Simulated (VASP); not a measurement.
# CsB2 (P1) in VASP: relaxation of cell and atoms with PBE

Aim: the relaxation of cell and atoms of CsB2 with PBE.

All numbers are computed with VASP 6.6.1; they aren't measurements. Logs are shortened: lines on timing, memory, paths and dates and some standing lists are left out, and cuts for length are marked.

**1. The cell of the first run**

The typed cell holds 6 atoms: a = 3.301 Å, b = 6.284 Å, c = 6.306 Å, α = 68.85°, β = 89.36°, γ = 87.80°.

**2. Relaxation of cell and atoms, PBE**

Contents of INCAR:

```
SYSTEM = CsB2
PREC     = Accurate       ! precision mode
ENCUT    = 600            ! plane-wave cutoff, eV
EDIFF    = 1E-6           ! SCF threshold, eV
ISMEAR   = 0              ! smearing method
SIGMA    = 0.1            ! smearing width, eV
LREAL    = .False.        ! projectors in reciprocal space
LASPH    = .True.         ! aspherical terms in the spheres
NELM     = 100            ! most SCF steps
ALGO     = Normal         ! electronic algorithm
ISIF     = 3              ! what is computed and relaxed
LWAVE    = .False.        ! write WAVECAR
LCHARG   = .False.        ! write CHGCAR
GGA      = PE             ! functional
IBRION   = 2              ! ionic algorithm
NSW      = 90             ! ionic steps
EDIFFG   = -0.04          ! ionic threshold
```

Contents of KPOINTS:

```
regular mesh
0
Gamma
  6 4 4
  0 0 0
```

Contents of POSCAR:

```
CsB2
1.0
   -3.2977976456     -0.0561665437     -0.1394974378
   -0.4058461024     -3.4045977546      5.2659530906
   -0.3485523109      3.7103611800      5.0866265028
Cs B
2 4
Direct
    0.0110677822      0.2284992569      0.8965570594
    0.5515199160      0.6039367389      0.2711115181
    0.3529652977      0.0308936266      0.4720891004
    0.1157245923      0.8024810557      0.6930922814
    0.6155356232      0.8066165979      0.6965528946
    0.8531867886      0.0275727242      0.4705971460
```

Potentials or basis: VASP PAW PBE potentials, release 64 (Cs_sv, B).

On the command line:

```sh
$ cat potpaw_PBE.64/Cs_sv/POTCAR potpaw_PBE.64/B/POTCAR > POTCAR
$ mpirun -np 1 vasp_std > vasp.out
```

OUTCAR:

```text
SYSTEM = CsB2
   PREC = Accurate
   ENCUT = 600
   EDIFF = 1E-6
   ISMEAR = 0
   LREAL = .False.
   LASPH = .True.
   NELM = 100
   ISIF = 3
   GGA = PE
   IBRION = 2
   NSW = 90
   EDIFFG = -0.04

 ion  position               nearest neighbor table
   1  0.011  0.228  0.897-
   2  0.552  0.604  0.271-
   3  0.353  0.031  0.472-   6 1.65   6 1.65   4 1.80   5 1.80
   4  0.116  0.802  0.693-   5 1.65   5 1.65   6 1.79   3 1.80
   5  0.616  0.807  0.697-   4 1.65   4 1.65   6 1.79   3 1.80
   6  0.853  0.028  0.471-   3 1.65   3 1.65   5 1.79   4 1.79

  LATTYP: Found a triclinic cell.
 ALAT       =    11.8543933744
 B/A-ratio  =     0.6004060135
 C/A-ratio  =     1.7822245968
 COS(alpha) =     0.0000797503
 COS(beta)  =     0.4327001190
 COS(gamma) =     0.8989747358

  Lattice vectors:

 A1 = (   0.4631398939,  10.5195566892,  -5.4452796784)
 A2 = (   0.0572937915,   7.1149589346,  -0.1793265878)
 A3 = (   4.8065944722,  -0.5553603071, -20.5656617490)

Analysis of symmetry for initial positions (statically):
=====================================================================
 Subroutine PRICEL returns:
 Original cell was already a primitive cell.

 Routine SETGRP: Setting up the symmetry group for a
 triclinic supercell.

 Subroutine GETGRP returns: Found  1 space group operations
 (whereof  1 operations were pure point group operations)
 out of a pool of  2 trial point group operations.

The static configuration has the point symmetry C_1 .

Analysis of symmetry for dynamics (positions and initial velocities):
=====================================================================
 Subroutine PRICEL returns:
 Original cell was already a primitive cell.

 Routine SETGRP: Setting up the symmetry group for a
 triclinic supercell.

 Subroutine GETGRP returns: Found  1 space group operations
 (whereof  1 operations were pure point group operations)
 out of a pool of  2 trial point group operations.

The dynamic configuration has the point symmetry C_1 .

 Subroutine INISYM returns: Found  1 space group operations
 (whereof  1 operations are pure point group operations),
[... 114 lines left out ...]
   PSTRESS=    0.0 pullay stress
   NELECT =      30.0000    total number of electrons
   NUPDOWN=      -1.0000    fix difference up-down
   EMIN   =  10.00;   EMAX   =-10.00  energy-range for DOS
   EFERMI =   0.00;   METHOD = LEGACY
   ISMEAR =     0;   SIGMA  =   0.10  broadening in eV -4-tet -1-fermi 0-gaus
   EFERMI_NEDOS =   21; number of points for ismear=-14 and -15
   IALGO  =     38    algorithm
   IMIX   =      4    mixing-type and parameters
     AMIX     =   0.40;   BMIX     =  1.00
     AMIX_MAG =   1.60;   BMIX_MAG =  1.00
  volume/ion in A,a.u.               =      20.32       137.11
  Fermi-wavevector in a.u.,A,eV,Ry     =   1.025899  1.938667 14.319698  1.052468
  Thomas-Fermi vector in A             =   2.159763
   LORBIT       =      0    0 simple, 1 ext, 2 COOP (PROOUT), +10 PAW based schemes
   GGA     = PE    functional components
   LHFCALC =     F    Hartree Fock is set to
   AEXX    =    0.0000 exact exchange contribution
   IVDW    =     0    specifies the selected vdW correction
   LEPSILON=     F    determine dielectric tensor
   LRPA    =     F    only Hartree local field effects (RPA)
 conjugate gradient relaxation of ions
 non-spin polarized calculation
 Gauss-broadening in eV      SIGMA  =   0.10
  energy-cutoff  :      600.00
  volume of cell :      121.91
 maximum number of plane-waves:      4087
 NGX is ok and might be reduce to    28
   NGX = 13   NGY = 25   NGZ = 25

--------------------------------------- Ionic step        1  -------------------------------------------

 number of electron      29.9999999 magnetization

 Free energy of the ion-electron system (eV)
  ---------------------------------------------------
  ext. energy  EPLUGINS =         0.00000000
  ---------------------------------------------------
  free energy    TOTEN  =       -27.28711403 eV

  energy without entropy =      -27.27489131  energy(sigma->0) =      -27.28100267

------------------------ aborting loop because EDIFF is reached ----------------------------------------

  FORCE on cell =-STRESS in cart. coord.  units (eV):
  Direction    XX          YY          ZZ          XY          YZ          ZX
  --------------------------------------------------------------------------------------
  -------------------------------------------------------------------------------------
  Total        0.3143164      1.0113841      0.0803858      0.1526212     -0.0481417      0.0206176
  in kB        4.1309058     13.2921238      1.0564709      2.0058254     -0.6327032      0.2709666
  external PRESSURE =       6.1598335 kB  Pullay stress =       0.0000000 kB
[... 101 lines left out ...]
  FREE ENERGIE OF THE ION-ELECTRON SYSTEM (eV)
  ---------------------------------------------------
  free  energy   TOTEN  =       -27.2927088740 eV

  energy  without entropy=      -27.2806544594  energy(sigma->0) =      -27.28668167

[... ionic steps 4 to 9 ...]

--------------------------------------- Ionic step       10  -------------------------------------------

 number of electron      30.0000000 magnetization

------------------------ aborting loop because EDIFF is reached ----------------------------------------
[... 75 lines left out ...]
--------------------------------------- Ionic step       12  -------------------------------------------

 number of electron      30.0000000 magnetization

 Free energy of the ion-electron system (eV)
  ---------------------------------------------------
  ext. energy  EPLUGINS =         0.00000000
  ---------------------------------------------------
  free energy    TOTEN  =       -27.30071444 eV

  energy without entropy =      -27.28838395  energy(sigma->0) =      -27.29454919

 E-fermi :   4.0732     XC(G=0):  -9.0789

 val. band max:        4.0641243879   @ k =  -0.3333   0.0000   0.2500
 cond. band min:       4.0797617313   @ k =   0.3333  -0.2500   0.2500
 fundamental gap:      0.0156373434
 Fermi energy:         4.0731705677

 k-point     1 :       0.0000    0.0000    0.0000
  band No.  band energies     occupation
      1     -19.8696      2.00000
      2     -19.7021      2.00000
      3      -9.4306      2.00000
      4      -7.0340      2.00000
      5      -6.8146      2.00000
      6      -6.4387      2.00000
[... 505 lines left out ...]
      6      -7.0992      2.00000
[... 11 lines left out ...]
     18       5.0558      0.00000
     19       5.8641      0.00000

 [... further k-points ...]
[... 5 lines left out ...]
  --------------------------------------------------------------------------------------
  -------------------------------------------------------------------------------------
  Total       -0.1112772     -0.0027676      0.0465189      0.0608754      0.0094661      0.0087818
  in kB       -1.4343897     -0.0356752      0.5996405      0.7846983      0.1220206      0.1131997
  external PRESSURE =      -0.2901415 kB  Pullay stress =       0.0000000 kB
[... 21 lines left out ...]
  FREE ENERGIE OF THE ION-ELECTRON SYSTEM (eV)
  ---------------------------------------------------
  free  energy   TOTEN  =       -27.3007144364 eV

  energy  without entropy=      -27.2883839508  energy(sigma->0) =      -27.29454919

 reached required accuracy - stopping structural energy minimisation
```

CONTCAR:

```text
CsB2
   1.00000000000000
    -3.3003849389274107   -0.0802156284694119   -0.1447427624510868
    -0.4193921337136611   -3.5138909729953562    5.2262687914014672
    -0.3126593268981323    3.8012053691012602    5.0336713580705403
  Cs              B
     2     4
Direct
     0.0103797630764074    0.2298966656987345    0.8976614575185059
     0.5511710538365892    0.6024401219658170    0.2699841544797721
     0.3506898067242391    0.0292229795072574    0.4750855767325542
     0.1185306217643504    0.8042189279866081    0.6905226711881520
     0.6185002712696623    0.8092671627159242    0.6944569359895966
     0.8507284833287515    0.0249541423256626    0.4722892039914244

  0.00000000E+00  0.00000000E+00  0.00000000E+00
  0.00000000E+00  0.00000000E+00  0.00000000E+00
  0.00000000E+00  0.00000000E+00  0.00000000E+00
  0.00000000E+00  0.00000000E+00  0.00000000E+00
  0.00000000E+00  0.00000000E+00  0.00000000E+00
  0.00000000E+00  0.00000000E+00  0.00000000E+00
```

It took 15 min on 1 thread of AMD EPYC 7R43 (Zen 3), shared host; peak memory 0.31 GiB.

Results:

- Free energy: -27.3007 eV
- Relaxed volume: 20.72 Å³/atom
- Relaxed cell: a = 3.305 Å, b = 6.312 Å, c = 6.315 Å, α = 70.84°, β = 90.00°, γ = 87.50°
- Space group after relaxing (to 0.05 Å): P1 (No. 1)
- Energy gained by relaxing: 2.3 meV/atom
- Ionic steps: 12
- Pressure after relaxing: 0.0 GPa
- Largest force after relaxing: 0.029 eV/Å
- Band gap on the k mesh: zero (band 15 reaches 4.35 eV, above the bottom of band 16 at 2.92 eV)

Forces in eV/Å, atoms in the order of the input:
```
Cs   0.003  0.000  0.019
Cs   0.004  0.001 -0.018
B    0.017 -0.017  0.008
B   -0.020  0.018 -0.010
B   -0.015  0.015  0.008
B    0.012 -0.017 -0.006
```

Stress tensor (GPa, compression positive):
```
-0.14  0.08  0.01
 0.08  0.00  0.01
 0.01  0.01  0.06
```

The path:
```tsv
step	energy change (eV)	largest force (eV/Å)	pressure (GPa)	volume (Å³)
1	0.0000	0.0559	0.62	121.91
2	-0.0055	0.0770	-0.10	123.29
3	-0.0056	0.0919	-0.20	123.49
4	-0.0092	0.0760	0.02	123.93
5	-0.0093	0.0766	0.06	124.03
6	-0.0107	0.0539	-0.03	124.33
7	-0.0116	0.0571	-0.16	124.74
8	-0.0127	0.0423	-0.01	124.52
9	-0.0127	0.0657	0.04	124.47
10	-0.0131	0.0880	-0.06	124.41
11	-0.0131	0.0601	-0.04	124.43
12	-0.0136	0.0290	-0.03	124.29
```

Final structure:
```
CELL_PARAMETERS angstrom
-3.30038 -0.08022 -0.14474
-0.41939 -3.51389 5.22627
-0.31266 3.80121 5.03367
ATOMIC_POSITIONS crystal
Cs 0.01038 0.22990 0.89766
Cs 0.55117 0.60244 0.26998
B 0.35069 0.02922 0.47509
B 0.11853 0.80422 0.69052
B 0.61850 0.80927 0.69446
B 0.85073 0.02495 0.47229
```

Levels at points of the mesh, in eV from the Fermi level:
```
           k point  band 12  band 13  band 14  band 15  band 16  band 17  band 18  band 19
(0.00, 0.00, 0.00)    -5.31    -4.57    -4.27    -0.17     1.36     1.50     2.27     2.95
(0.50, 0.00, 0.00)    -5.43    -2.15    -2.11    -1.05    -1.04     0.44     0.74     2.05
(0.00, 0.50, 0.00)    -5.31    -4.72    -3.98    -1.14     1.53     1.60     2.23     2.74
(0.50, 0.50, 0.00)    -5.37    -1.91    -1.89    -1.24    -1.10     0.81     1.22     1.25
(0.00, 0.00, 0.50)    -5.31    -4.73    -3.98    -1.15     1.49     1.63     2.24     2.76
(0.50, 0.00, 0.50)    -5.36    -1.91    -1.88    -1.22    -1.15     0.97     1.10     1.39
(0.00, 0.50, 0.50)    -5.32    -4.84    -3.91    -1.00     1.15     1.18     1.99     2.13
(0.50, 0.50, 0.50)    -5.28    -2.10    -2.02    -0.97    -0.90     1.27     1.29     2.29
```

Caveat: spin-orbit coupling is left out, which moves the levels of the heavy elements.
